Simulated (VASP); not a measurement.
# V (Fm-3m) in VASP: further runs

Runs on V. Level: PBE. Tasks: single point, relaxation of cell and atoms.

Everything below comes from runs of VASP 6.6.1. Logs are shortened: lines on timing, memory, paths and dates and some standing lists are left out, and cuts for length are marked.

### 1 The cell of the first run

It takes space group Fm-3m (No. 225, cubic). Conventional cell: a = 3.817 Å, b = 3.817 Å, c = 3.817 Å, α = 90.00°, β = 90.00°, γ = 90.00°. V (site symmetry m-3m) has 12 V at 2.70 Å within 3.6 Å.

### 2 Single point, PBE

Input file INCAR:

```
PREC = Accurate
ENCUT = 520
EDIFF = 1E-7
ISMEAR = 0
SIGMA = 0.1
LREAL = F
LASPH = T
NELM = 60
ALGO = Normal
ISIF = 2
LWAVE = F
LCHARG = F
GGA = PE
NBANDS = 12
```

Input file KPOINTS:

```
regular mesh
0
Gamma
  24 24 24
```

Input file POSCAR:

```
V
1.0
    0.0000000000      1.9083316264      1.9083316264
    1.9083316264      0.0000000000      1.9083316264
    1.9083316264      1.9083316264      0.0000000000
V
1
Direct
    0.0000000000      0.0000000000      0.0000000000
```

Potentials or basis: VASP PAW PBE potentials, release 64 (V_sv).

The run is started by

```console
$ cat potpaw_PBE.64/V_sv/POTCAR > POTCAR
$ mpirun -np 1 vasp_std > vasp.out
```

OUTCAR:

```text
PREC = Accurate
   ENCUT = 520
   EDIFF = 1E-7
   ISMEAR = 0
   LREAL = F
   LASPH = T
   NELM = 60
   ISIF = 2
   GGA = PE

 ion  position               nearest neighbor table
   1  0.000  0.000  0.000-

  LATTYP: Found a face centered cubic cell.
 ALAT       =     3.8166632528

  Lattice vectors:

 A1 = (   0.0000000000,   1.9083316264,   1.9083316264)
 A2 = (   1.9083316264,   0.0000000000,   1.9083316264)
 A3 = (   1.9083316264,   1.9083316264,   0.0000000000)

Analysis of symmetry for initial positions (statically):
=====================================================================
 Subroutine PRICEL returns:
 Original cell was already a primitive cell.

 Routine SETGRP: Setting up the symmetry group for a
 face centered cubic supercell.

 Subroutine GETGRP returns: Found 48 space group operations
 (whereof 48 operations were pure point group operations)
 out of a pool of 48 trial point group operations.

The static configuration has the point symmetry O_h .

Analysis of symmetry for dynamics (positions and initial velocities):
=====================================================================
 Subroutine PRICEL returns:
 Original cell was already a primitive cell.

 Routine SETGRP: Setting up the symmetry group for a
 face centered cubic supercell.

 Subroutine GETGRP returns: Found 48 space group operations
 (whereof 48 operations were pure point group operations)
 out of a pool of 48 trial point group operations.

The dynamic configuration has the point symmetry O_h .

 Subroutine INISYM returns: Found 48 space group operations
 (whereof 48 operations are pure point group operations),
 and found     1 'primitive' translations

----------------------------------------------------------------------------------------

                                     Primitive cell

  volume of cell :      13.8993

  direct lattice vectors                    reciprocal lattice vectors
     0.000000000  1.908331626  1.908331626    -0.262008968  0.262008968  0.262008968
     1.908331626  0.000000000  1.908331626     0.262008968 -0.262008968  0.262008968
     1.908331626  1.908331626  0.000000000     0.262008968  0.262008968 -0.262008968

  length of vectors
     2.698788468  2.698788468  2.698788468     0.453812845  0.453812845  0.453812845

  position of ions in fractional coordinates (direct lattice)
     0.000000000  0.000000000  0.000000000

  ion indices of the primitive-cell ions
   primitive index   ion index
                 1           1

----------------------------------------------------------------------------------------

 KPOINTS: regular mesh

Automatic generation of k-mesh.
 Grid dimensions read from file:
 generate k-points for:   24   24   24

 Generating k-lattice:

  Cartesian coordinates                     Fractional coordinates (reciprocal lattice)
    -0.010917040  0.010917040  0.010917040     0.041666667  0.000000000  0.000000000
     0.010917040 -0.010917040  0.010917040     0.000000000  0.041666667  0.000000000
     0.010917040  0.010917040 -0.010917040     0.000000000  0.000000000  0.041666667

  Length of vectors
     0.018908869  0.018908869  0.018908869

  Shift w.r.t. Gamma in fractional coordinates (k-lattice)
     0.000000000  0.000000000  0.000000000

 Subroutine IBZKPT returns following result:
 ===========================================

 Found    413 irreducible k-points:

 Following reciprocal coordinates:
            Coordinates               Weight
  0.000000  0.000000  0.000000      1.000000
  0.041667  0.000000  0.000000      8.000000
  0.083333  0.000000  0.000000      8.000000
  0.125000  0.000000  0.000000      8.000000
  0.166667  0.000000  0.000000      8.000000
  0.208333  0.000000  0.000000      8.000000
[... 16 lines left out ...]
  0.416667  0.041667  0.000000     24.000000
  0.458333  0.041667  0.000000     24.000000
 [... further k-points ...]
   k-points           NKPTS =    413   k-points in BZ     NKDIM =    413   number of bands    NBANDS=     12
   number of dos      NEDOS =    301   number of ions     NIONS =      1
   total plane-waves  NPLWV =   8000
   dimension x,y,z NGX =    20 NGY =   20 NGZ =   20
   dimension x,y,z NGXF=    40 NGYF=   40 NGZF=   40
   ions per type =               1
   NGX,Y,Z   is equivalent  to a cutoff of  12.32, 12.32, 12.32 a.u.
   NGXF,Y,Z  is equivalent  to a cutoff of  24.64, 24.64, 24.64 a.u.
 SYSTEM =  unknown system
   PREC   = accura    normal or accurate (medium, high low for compatibility)
   ISTART =      0    job   : 0-new  1-cont  2-samecut
   ICHARG =      2    charge: 1-file 2-atom 10-const
   ISPIN  =      1    spin polarized calculation?
   LNONCOLLINEAR =      F non collinear calculations
   LSORBIT =      F    spin-orbit coupling
   LASPH  =      T    aspherical Exc in radial PAW
   ENCUT  =  520.0 eV  38.22 Ry    6.18 a.u.   5.02  5.02  5.02*2*pi/ulx,y,z
   NELM   =     60;   NELMIN=  2; NELMDL= -5     # of ELM steps
   EDIFF  = 0.1E-06   stopping-criterion for ELM
   LREAL  =      F    real-space projection
   EDIFFG = 0.1E-05   stopping-criterion for IOM
   NSW    =      0    number of steps for IOM
   IBRION =     -1    ionic relax: 0-MD 1-quasi-New 2-CG
   NFREE  =      0    steps in history (QN), initial steepest desc. (CG)
   ISIF   =      2    stress and relaxation
   ISYM   =      2    0-nonsym 1-usesym 2-fastsym
   POTIM  = 0.5000    time-step for ionic-motion
   TEBEG  =    0.0;   TEEND  =   0.0 temperature during run
   PSTRESS=    0.0 pullay stress
   NELECT =      13.0000    total number of electrons
   NUPDOWN=      -1.0000    fix difference up-down
   EMIN   =  10.00;   EMAX   =-10.00  energy-range for DOS
   EFERMI =   0.00;   METHOD = LEGACY
   ISMEAR =     0;   SIGMA  =   0.10  broadening in eV -4-tet -1-fermi 0-gaus
   EFERMI_NEDOS =   21; number of points for ismear=-14 and -15
   IALGO  =     38    algorithm
   IMIX   =      4    mixing-type and parameters
     AMIX     =   0.40;   BMIX     =  1.00
     AMIX_MAG =   1.60;   BMIX_MAG =  1.00
  volume/ion in A,a.u.               =      13.90        93.80
  Fermi-wavevector in a.u.,A,eV,Ry     =   1.601003  3.025457 34.874590  2.563210
  Thomas-Fermi vector in A             =   2.698050
   LORBIT       =      0    0 simple, 1 ext, 2 COOP (PROOUT), +10 PAW based schemes
   GGA     = PE    functional components
   LHFCALC =     F    Hartree Fock is set to
   AEXX    =    0.0000 exact exchange contribution
   IVDW    =     0    specifies the selected vdW correction
   LEPSILON=     F    determine dielectric tensor
   LRPA    =     F    only Hartree local field effects (RPA)
 non-spin polarized calculation
 Gauss-broadening in eV      SIGMA  =   0.10
  energy-cutoff  :      520.00
  volume of cell :       13.90
 maximum number of plane-waves:       388
   NGX =  9   NGY =  9   NGZ =  9

 number of electron      13.0000002 magnetization

 Free energy of the ion-electron system (eV)
  ---------------------------------------------------
  ext. energy  EPLUGINS =         0.00000000
  ---------------------------------------------------
  free energy    TOTEN  =        -8.75401416 eV

  energy without entropy =       -8.74552440  energy(sigma->0) =       -8.74976928

 E-fermi :   9.6285     XC(G=0): -12.7383

 val. band max:        9.6283666920   @ k =  -0.2917   0.1250   0.0417
 cond. band min:       9.6316715234   @ k =   0.3750   0.2083   0.0417
 fundamental gap:      0.0033048314
 Fermi energy:         9.6284637183

 k-point     1 :       0.0000    0.0000    0.0000
  band No.  band energies     occupation
      1     -54.4464      2.00000
      2     -27.8025      2.00000
      3     -27.8025      2.00000
      4     -27.8025      2.00000
      5       2.8067      2.00000
      6       9.7956      0.01809
      7       9.7956      0.01809
      8       9.7956      0.01809
      9      11.5331      0.00000
     10      11.5331      0.00000
     11      27.2599      0.00000
     12      32.4136      0.00000

 k-point     2 :       0.0417    0.0000    0.0000
  band No.  band energies     occupation
      1     -54.4437      2.00000
      2     -27.8168      2.00000
      3     -27.8043      2.00000
      4     -27.8043      2.00000
      5       2.8715      2.00000
      6       9.7604      0.06206
      7       9.8185      0.00719
      8       9.8185      0.00719
      9      11.5191      0.00000
     10      11.5191      0.00000
     11      27.3019      0.00000
     12      31.8143      0.00000

 k-point     3 :       0.0833    0.0000    0.0000
  band No.  band energies     occupation
      1     -54.4357      2.00000
      2     -27.8587      2.00000
      3     -27.8096      2.00000
      4     -27.8096      2.00000
      5       3.0632      2.00000
      6       9.6606      0.64935
      7       9.8824      0.00033
      8       9.8824      0.00033
      9      11.4827      0.00000
     10      11.4827      0.00000
     11      27.3907      0.00000
     12      30.5898      0.00000

 k-point     4 :       0.1250    0.0000    0.0000
  band No.  band energies     occupation
      1     -54.4229      2.00000
      2     -27.9250      2.00000
      3     -27.8179      2.00000
      4     -27.8179      2.00000
      5       3.3733      2.00000
      6       9.5128      1.89797
      7       9.9713      0.00000
      8       9.9713      0.00000
      9      11.4427      0.00000
     10      11.4427      0.00000
     11      27.3660      0.00000
     12      29.3488      0.00000

 k-point     5 :       0.1667    0.0000    0.0000
  band No.  band energies     occupation
      1     -54.4062      2.00000
      2     -28.0106      2.00000
      3     -27.8287      2.00000
      4     -27.8287      2.00000
      5       3.7867      2.00000
      6       9.3424      1.99995
      7      10.0556      0.00000
      8      10.0556      0.00000
      9      11.4313      0.00000
     10      11.4313      0.00000
     11      26.7934      0.00000
     12      28.5839      0.00000

 k-point     6 :       0.2083    0.0000    0.0000
  band No.  band energies     occupation
      1     -54.3867      2.00000
      2     -28.1096      2.00000
      3     -27.8413      2.00000
      4     -27.8413      2.00000
      5       4.2787      2.00000
      6       9.1821      2.00000
      7      10.0981      0.00000
      8      10.0981      0.00000
      9      11.4872      0.00000
     10      11.4872      0.00000
     11      25.6195      0.00000
     12      28.2984      0.00000

 k-point     7 :       0.2500    0.0000    0.0000
  band No.  band energies     occupation
      1     -54.3657      2.00000
      2     -28.2148      2.00000
      3     -27.8547      2.00000
      4     -27.8547      2.00000
      5       4.8117      2.00000
      6       9.0728      2.00000
      7      10.0779      0.00000
      8      10.0779      0.00000
      9      11.6300      0.00000
     10      11.6300      0.00000
     11      24.2841      0.00000
     12      28.0292      0.00000

 k-point     8 :       0.2917    0.0000    0.0000
  band No.  band energies     occupation
      1     -54.3446      2.00000
      2     -28.3190      2.00000
      3     -27.8681      2.00000
      4     -27.8681      2.00000
      5       5.3298      2.00000
      6       9.0649      2.00000
      7      10.0071      0.00000
      8      10.0072      0.00000
      9      11.8419      0.00000
     10      11.8419      0.00000
     11      22.9461      0.00000
     12      27.6727      0.00000
[... 166 lines left out ...]
 k-point    20 :       0.2917    0.0417    0.0000
  band No.  band energies     occupation
      1     -54.3498      2.00000
      2     -28.2848      2.00000
      3     -27.8756      2.00000
      4     -27.8626      2.00000
      5       5.2111      2.00000
      6       9.0073      2.00000
      7      10.0068      0.00000
      8      10.0747      0.00000
      9      11.6416      0.00000
     10      11.9302      0.00000
     11      23.4176      0.00000
     12      27.7745      0.00000

 k-point    21 :       0.3333    0.0417    0.0000
  band No.  band energies     occupation
      1     -54.3297      2.00000
      2     -28.3831      2.00000
      3     -27.8877      2.00000
      4     -27.8767      2.00000
      5       5.6799      2.00000
      6       9.0871      2.00000
      7       9.9022      0.00011
      8       9.9907      0.00000
      9      11.9160      0.00000
     10      12.1527      0.00000
     11      22.1069      0.00000
     12      27.3933      0.00000

 k-point    22 :       0.3750    0.0417    0.0000
  band No.  band energies     occupation
      1     -54.3118      2.00000
      2     -28.4692      2.00000
      3     -27.8977      2.00000
      4     -27.8897      2.00000
      5       6.0252      2.00000
      6       9.3235      1.99998
      7       9.8059      0.01208
      8       9.8976      0.00014
      9      12.2066      0.00000
     10      12.3711      0.00000
     11      20.8861      0.00000
     12      27.0191      0.00000

 k-point    23 :       0.4167    0.0417    0.0000
  band No.  band energies     occupation
      1     -54.2974      2.00000
      2     -28.5378      2.00000
      3     -27.9049      2.00000
      4     -27.9009      2.00000
      5       6.2296      2.00000
      6       9.6007      1.30523
      7       9.8116      0.00960
      8       9.8137      0.00880
      9      12.4803      0.00000
     10      12.5511      0.00000
     11      19.8241      0.00000
     12      26.7057      0.00000

 k-point    24 :       0.4583    0.0417    0.0000
  band No.  band energies     occupation
      1     -54.2876      2.00000
      2     -28.5844      2.00000
      3     -27.9095      2.00000
      4     -27.9089      2.00000
      5       6.3275      2.00000
      6       9.6122      1.18237
      7       9.7515      0.08192
      8      10.1113      0.00000
      9      12.6654      0.00000
     10      12.7048      0.00000
     11      19.0233      0.00000
     12      26.4875      0.00000

 [... further k-points ...]
[... 5 lines left out ...]
  --------------------------------------------------------------------------------------
  -------------------------------------------------------------------------------------
  Total        0.0177984      0.0177984      0.0177984     -0.0000000     -0.0000000      0.0000000
  in kB        2.0516318      2.0516318      2.0516318     -0.0000000     -0.0000000      0.0000000
  external PRESSURE =       2.0516318 kB  Pullay stress =       0.0000000 kB

 VOLUME and BASIS-vectors are now :
 -----------------------------------------------------------------------------
  energy-cutoff  :      520.00
  volume of cell :       13.90
      direct lattice vectors                 reciprocal lattice vectors
     0.000000000  1.908331626  1.908331626    -0.262008968  0.262008968  0.262008968
     1.908331626  0.000000000  1.908331626     0.262008968 -0.262008968  0.262008968
     1.908331626  1.908331626  0.000000000     0.262008968  0.262008968 -0.262008968

 POSITION                                       TOTAL-FORCE (eV/Angst)
 -----------------------------------------------------------------------------------
      0.00000      0.00000      0.00000        -0.000000      0.000000     -0.000000
 -----------------------------------------------------------------------------------
    total drift:                                0.000000      0.000000      0.000000

  FREE ENERGIE OF THE ION-ELECTRON SYSTEM (eV)
  ---------------------------------------------------
  free  energy   TOTEN  =        -8.7540141556 eV

  energy  without entropy=       -8.7455243961  energy(sigma->0) =       -8.74976928
```

It took 35 s on 1 thread of Intel Xeon Platinum 8488C (Sapphire Rapids), shared host; peak memory 0.18 GiB.

Results:

```
Free energy : -8.7540 eV
Pressure    : 0.2 GPa
```

Levels at points of the mesh, in eV from the Fermi level:
| k point | band 3 | band 4 | band 5 | band 6 | band 7 | band 8 | band 9 | band 10 |
| --- | --- | --- | --- | --- | --- | --- | --- | --- |
| (0.00, 0.00, 0.00) | -37.43 | -37.43 | -6.82 | 0.17 | 0.17 | 0.17 | 1.90 | 1.90 |
| (0.50, 0.00, 0.00) | -37.53 | -37.53 | -3.31 | 0.05 | 0.05 | 0.80 | 3.06 | 3.06 |
| (0.50, 0.50, 0.00) | -37.72 | -37.72 | -3.45 | -2.60 | 3.05 | 3.36 | 3.36 | 3.39 |

### 3 Relaxation of cell and atoms, PBE

This run uses another cell than the first one, of 13.93 Å³/atom, 1.003 times its volume.

Input file INCAR:

```
SYSTEM = V
PREC = Accurate ; ENCUT = 600
EDIFF = 1E-7 ; ISMEAR = 0
SIGMA = 0.1 ; LREAL = .False.
LASPH = .True. ; NELM = 100
ALGO = Normal ; ISIF = 3
LWAVE = .False. ; LCHARG = .False.
GGA = PE ; IBRION = 2
NSW = 100 ; EDIFFG = -0.01
```

Input file KPOINTS:

```
Automatic mesh
0
Gamma
  24 24 24
  0 0 0
```

Input file POSCAR:

```
V
1.0
    0.0000000000      1.9099233635      1.9099233635
    1.9099233635      0.0000000000      1.9099233635
    1.9099233635      1.9099233635      0.0000000000
V
1
Direct
    0.0000000000      0.0000000000      0.0000000000
```

Potentials or basis: VASP PAW PBE potentials, release 64 (V_sv).

The run is started by

```console
$ cat potpaw_PBE.64/V_sv/POTCAR > POTCAR
$ mpirun -np 1 vasp_std > vasp.out
```

It took 56 s on 1 thread of Intel Xeon Platinum 8488C (Sapphire Rapids), shared host; peak memory 0.21 GiB.

Results (log left out):

| Item | Value |
| --- | --- |
| Free energy | -8.7540 eV |
| Relaxed volume | 13.91 Å³/atom |
| Relaxed cell | a = 2.700 Å, b = 2.700 Å, c = 2.700 Å, α = 60.00°, β = 60.00°, γ = 60.00° |
| Space group after relaxing (to 0.05 Å) | Fm-3m (No. 225) |
| Energy gained by relaxing | 0.0 meV/atom |
| Ionic steps | 3 |
| Pressure after relaxing | 0.0 GPa |

Final structure:
```xyz
1
Lattice="0.0000 1.9089 1.9089 1.9089 0.0000 1.9089 1.9089 1.9089 0.0000" Properties=species:S:1:pos:R:3 pbc="T T T"
V     0.0000    0.0000    0.0000
```

Levels at points of the mesh, in eV from the Fermi level:
| k point | band 4 | band 5 | band 6 | band 7 | band 8 | band 9 |
| --- | --- | --- | --- | --- | --- | --- |
| (0.00, 0.00, 0.00) | -37.43 | -6.82 | 0.17 | 0.17 | 0.17 | 1.90 |
| (0.50, 0.00, 0.00) | -37.54 | -3.31 | 0.05 | 0.05 | 0.79 | 3.06 |
| (0.50, 0.50, 0.00) | -37.72 | -3.44 | -2.60 | 3.05 | 3.36 | 3.36 |
